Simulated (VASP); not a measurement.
# SrSO4 (F-43m) in VASP: vibrations by perturbation theory with LDA

Aim: the vibrations by perturbation theory of SrSO4 with LDA.

Program: VASP 6.6.1. These are calculated values, not measurements. Logs are shortened: lines on timing, memory, paths and dates and some standing lists are left out, and cuts for length are marked.

### Step 1. The cell of the first run

Symmetry: F-43m, No. 216, cubic system. The conventional cell has a = 7.223 Å, b = 7.223 Å, c = 7.223 Å, α = 90.00°, β = 90.00°, γ = 90.00°. Sr (site symmetry -43m) has 12 O at 3.01 Å and 6 S at 3.61 Å within 4.0 Å. S (site symmetry -43m) has 4 O at 1.49 Å within 2.0 Å. O (site symmetry 3m) has 1 S at 1.49 Å within 2.0 Å.

### Step 2. Vibrations by perturbation theory, LDA

INCAR

```
SYSTEM = SrSO4
PREC = Accurate ; ENCUT = 600
EDIFF = 1E-8 ; ISMEAR = 0
SIGMA = 0.01 ; LREAL = .FALSE.
LASPH = .TRUE. ; NELM = 120
ALGO = Normal ; ISIF = 2
LWAVE = .FALSE. ; LCHARG = .FALSE.
NBANDS = 29 ; IBRION = 8
NSW = 1 ; LEPSILON = .TRUE.
GGA_COMPAT = .FALSE.
```

KPOINTS

```
Automatic mesh
0
G
  4 4 4
  0 0 0
```

POSCAR

```
SrSO4
1.0
    0.0000000000      3.6115780000      3.6115780000
    3.6115780000      0.0000000000      3.6115780000
    3.6115780000      3.6115780000      0.0000000000
Sr S O
1 1 4
Direct
    0.5000000000      0.5000000000      0.5000000000
    0.0000000000      0.0000000000      0.0000000000
    0.8810570000      0.8810570000      0.8810570000
    0.3568290000      0.8810570000      0.8810570000
    0.8810570000      0.3568290000      0.8810570000
    0.8810570000      0.8810570000      0.3568290000
```

Potentials or basis: VASP PAW LDA potentials, release 64 (Sr_sv, S, O).

The run is started by

```sh
$ cat potpaw_LDA.64/Sr_sv/POTCAR potpaw_LDA.64/S/POTCAR potpaw_LDA.64/O/POTCAR > POTCAR
$ mpirun -np 1 vasp_std > vasp.out
```

OUTCAR:

```text
SYSTEM = SrSO4
   PREC = Accurate
   ENCUT = 600
   EDIFF = 1E-8
   ISMEAR = 0
   LREAL = .FALSE.
   LASPH = .TRUE.
   NELM = 120
   ISIF = 2
   IBRION = 8
   NSW = 1
   LEPSILON = .TRUE.

 ion  position               nearest neighbor table
   1  0.500  0.500  0.500-   4 3.01   5 3.01   6 3.01   3 3.01   3 3.01   3 3.01   4 3.01   4 3.01
                             6 3.01   5 3.01   5 3.01   6 3.01   2 3.61   2 3.61   2 3.61   2 3.61
   2  0.000  0.000  0.000-   4 1.49   5 1.49   6 1.49   3 1.49   1 3.61   1 3.61   1 3.61   1 3.61
                             1 3.61   1 3.61
   3  0.881  0.881  0.881-   2 1.49   1 3.01   1 3.01   1 3.01
   4  0.357  0.881  0.881-   2 1.49   1 3.01   1 3.01   1 3.01
   5  0.881  0.357  0.881-   2 1.49   1 3.01   1 3.01   1 3.01
   6  0.881  0.881  0.357-   2 1.49   1 3.01   1 3.01   1 3.01

  LATTYP: Found a face centered cubic cell.
 ALAT       =     7.2231560000

  Lattice vectors:

 A1 = (   0.0000000000,   3.6115780000,   3.6115780000)
 A2 = (   3.6115780000,   0.0000000000,   3.6115780000)
 A3 = (   3.6115780000,   3.6115780000,   0.0000000000)

Analysis of symmetry for initial positions (statically):
=====================================================================
 Subroutine PRICEL returns:
 Original cell was already a primitive cell.
[... 568 lines left out ...]
  1Z     0.000000    0.000000    0.702106   -0.000000   -0.000000    2.077468    0.091610    0.091610   -0.694894   -0.091610    0.091610   -0.694894    0.091610   -0.091610   -0.694894   -0.091610   -0.091610   -0.694894
  2X     1.926543    0.000000   -0.000000  -67.561627    0.000000   -0.000000   16.408771    8.545405    8.545405   16.408771   -8.545405   -8.545405   16.408771   -8.545405    8.545405   16.408771    8.545405   -8.545405
  2Y     0.000000    1.926543   -0.000000    0.000000  -67.561627   -0.000000    8.545405   16.408771    8.545405   -8.545405   16.408771    8.545405   -8.545405   16.408771   -8.545405    8.545405   16.408771   -8.545405
  2Z    -0.000000   -0.000000    1.926543   -0.000000   -0.000000  -67.561627    8.545405    8.545405   16.408771   -8.545405    8.545405   16.408771    8.545405   -8.545405   16.408771   -8.545405   -8.545405   16.408771
  3X    -0.665739    0.097377    0.097377   16.358728    8.369948    8.369948  -18.255766  -12.353158  -12.353158   -1.589742   -1.206489   -1.206489    2.076259    1.283685    3.808637    2.076259    3.808637    1.283685
  3Y     0.097377   -0.665739    0.097377    8.369948   16.358728    8.369948  -12.353158  -18.255766  -12.353158    1.283685    2.076259    3.808637   -1.206489   -1.589742   -1.206489    3.808637    2.076259    1.283685
  3Z     0.097377    0.097377   -0.665739    8.369948    8.369948   16.358728  -12.353158  -12.353158  -18.255766    1.283685    3.808637    2.076259    3.808637    1.283685    2.076259   -1.206489   -1.206489   -1.589742
  4X    -0.665739   -0.097377   -0.097377   16.358728   -8.369948   -8.369948   -1.589742    1.206489    1.206489  -18.255766   12.353158   12.353158    2.076259   -3.808637   -1.283685    2.076259   -1.283685   -3.808637
  4Y    -0.097377   -0.665739    0.097377   -8.369948   16.358728    8.369948   -1.283685    2.076259    3.808637   12.353158  -18.255766  -12.353158   -3.808637    2.076259    1.283685    1.206489   -1.589742   -1.206489
  4Z    -0.097377    0.097377   -0.665739   -8.369948    8.369948   16.358728   -1.283685    3.808637    2.076259   12.353158  -12.353158  -18.255766    1.206489   -1.206489   -1.589742   -3.808637    1.283685    2.076259
  5X    -0.665739   -0.097377    0.097377   16.358728   -8.369948    8.369948    2.076259   -1.283685    3.808637    2.076259   -3.808637    1.283685  -18.255766   12.353158  -12.353158   -1.589742    1.206489   -1.206489
  5Y    -0.097377   -0.665739   -0.097377   -8.369948   16.358728   -8.369948    1.206489   -1.589742    1.206489   -3.808637    2.076259   -1.283685   12.353158  -18.255766   12.353158   -1.283685    2.076259   -3.808637
  5Z     0.097377   -0.097377   -0.665739    8.369948   -8.369948   16.358728    3.808637   -1.283685    2.076259   -1.206489    1.206489   -1.589742  -12.353158   12.353158  -18.255766    1.283685   -3.808637    2.076259
  6X    -0.665739    0.097377   -0.097377   16.358728    8.369948   -8.369948    2.076259    3.808637   -1.283685    2.076259    1.283685   -3.808637   -1.589742   -1.206489    1.206489  -18.255766  -12.353158   12.353158
  6Y     0.097377   -0.665739   -0.097377    8.369948   16.358728   -8.369948    3.808637    2.076259   -1.283685   -1.206489   -1.589742    1.206489    1.283685    2.076259   -3.808637  -12.353158  -18.255766   12.353158
  6Z    -0.097377   -0.097377   -0.665739   -8.369948   -8.369948   16.358728    1.206489    1.206489   -1.589742   -3.808637   -1.283685    2.076259   -1.283685   -3.808637    2.076259   12.353158   12.353158  -18.255766

 Eigenvectors and eigenvalues of the dynamical matrix
 ----------------------------------------------------

   1 f  =   31.361393 THz   197.049444 2PiTHz 1046.103472 cm-1   129.700242 meV
             X         Y         Z           dx          dy          dz
      3.611578  3.611578  3.611578     0.005369    0.005120   -0.005788
      0.000000  0.000000  0.000000    -0.381934   -0.364204    0.411750
      6.364012  6.364012  6.364012     0.117359    0.116677    0.086836
      6.364012  4.470722  4.470722     0.146556   -0.117861   -0.147702
      4.470722  6.364012  4.470722    -0.106292    0.134987   -0.136815
      4.470722  4.470722  6.364012     0.370207    0.369525   -0.371353
[... 145 lines left out ...]
  18 f/i=    5.507752 THz    34.606225 2PiTHz  183.718826 cm-1    22.778221 meV
             X         Y         Z           dx          dy          dz
      3.611578  3.611578  3.611578    -0.000000   -0.000000    0.000000
      0.000000  0.000000  0.000000    -0.000000    0.000000    0.000000
      6.364012  6.364012  6.364012    -0.277407    0.313027   -0.035620
      6.364012  4.470722  4.470722     0.277407   -0.216644    0.494051
      4.470722  6.364012  4.470722     0.181024   -0.313027   -0.494051
      4.470722  4.470722  6.364012    -0.181024    0.216644    0.035620

--------------------------------------------------------------------------------------------------------

 MACROSCOPIC STATIC DIELECTRIC TENSOR IONIC CONTRIBUTION
 ------------------------------------------------------
           0.373667     0.000000    -0.000000
           0.000000     0.373667    -0.000000
          -0.000000    -0.000000     0.373667
 ------------------------------------------------------

 ELASTIC MODULI CONTR FROM IONIC RELAXATION (kBar)
 Direction    XX          YY          ZZ          XY          YZ          ZX
 --------------------------------------------------------------------------------
 XX       -1141.9628   -324.0822   -324.0822     -0.0000     -0.0000      0.0000
 YY        -324.0822  -1141.9628   -324.0822      0.0000      0.0000      0.0000
 ZZ        -324.0822   -324.0822  -1141.9628     -0.0000     -0.0000      0.0000
 XY          -0.0000     -0.0000     -0.0000   -614.6711      0.0000     -0.0000
 YZ          -0.0000      0.0000      0.0000      0.0000   -614.6711     -0.0000
 ZX           0.0000      0.0000      0.0000     -0.0000     -0.0000   -614.6711
 --------------------------------------------------------------------------------

 PIEZOELECTRIC TENSOR IONIC CONTR  for field in x, y, z        (C/m^2)
          XX          YY          ZZ          XY          YZ          ZX
  --------------------------------------------------------------------------------
  x    -0.00000     0.00000    -0.00000     0.00000    -0.10779    -0.00000
  y    -0.00000     0.00000     0.00000     0.00000    -0.00000    -0.10779
  z     0.00000    -0.00000     0.00000    -0.10779    -0.00000     0.00000
```

stdout:

```text
POSCAR found type information on POSCAR SrS O
 POSCAR found :  3 types and       6 ions
 scaLAPACK will be used
 LDA part: xc-table for (Slater(with rela. corr.)+CA(PZ))
 , standard interpolation
 POSCAR, INCAR and KPOINTS ok, starting setup
 FFT: planning ... GRIDC
 FFT: planning ... GRID_SOFT
 FFT: planning ... GRID
 WAVECAR not read
[... 29 lines left out ...]
 force on displaced ion       1 direction 1 :   0.702  -0.000  -0.000
 Born effective charge ion    1 direction 1 :   2.576   0.000   0.000
 Linear response progress:
 first order change of Fermi-energy  -0.92182E+00
 force on displaced ion       2 direction 1 : -67.562   0.000  -0.000
 Born effective charge ion    2 direction 1 :   3.174   0.000   0.000
 Linear response progress:
 first order change of Fermi-energy   0.20385E+01
 force on displaced ion       3 direction 1 : -18.256 -12.353 -12.353
 Born effective charge ion    3 direction 1 :  -1.439  -0.305  -0.305
 Born effective charges drift removed
 Linear response finished
```

Run time: 28 min. Hardware: 1 thread of Oxide Virtual Turin-like, shared host; peak memory 0.4 GiB.

What came out:

```yaml
Electronic_dielectric_tensor_diagonal: 2.63
Born_charges_mean_of_the_diagonal: Sr +2.58; S +3.17; O -1.44 e
Highest_phonon_frequency_at_Γ_LO-TO_splitting_left_out: 1046 cm⁻¹
Most_unstable_mode: 184i cm⁻¹
```

Phonon frequencies in cm⁻¹ (negative: imaginary):
| q point | frequencies |
| --- | --- |
| (0.000, 0.000, 0.000) | -184 -184 -184 -71 -71 -71 1 1 1 419 419 590 590 590 934 1046 1046 1046 |

Electronic dielectric tensor:
```
2.63 0.00 0.00
0.00 2.63 0.00
0.00 0.00 2.63
```

Born effective charge tensors (e):
atom 1, Sr
```
2.58 0.00 0.00
0.00 2.58 0.00
0.00 0.00 2.58
```
atom 2, S
```
3.17 0.00 0.00
0.00 3.17 0.00
0.00 0.00 3.17
```
atom 3, O
```
-1.44 -0.30 -0.30
-0.30 -1.44 -0.30
-0.30 -0.30 -1.44
```
atom 4, O
```
-1.44  0.30  0.30
 0.30 -1.44 -0.30
 0.30 -0.30 -1.44
```
atom 5, O
```
-1.44  0.30 -0.30
 0.30 -1.44  0.30
-0.30  0.30 -1.44
```
atom 6, O
```
-1.44 -0.30  0.30
-0.30 -1.44  0.30
 0.30  0.30 -1.44
```

Caveat: the k points lie up to 0.38 Å⁻¹ apart; the cell stands under pressure or tension, which shifts response properties; some modes are imaginary.
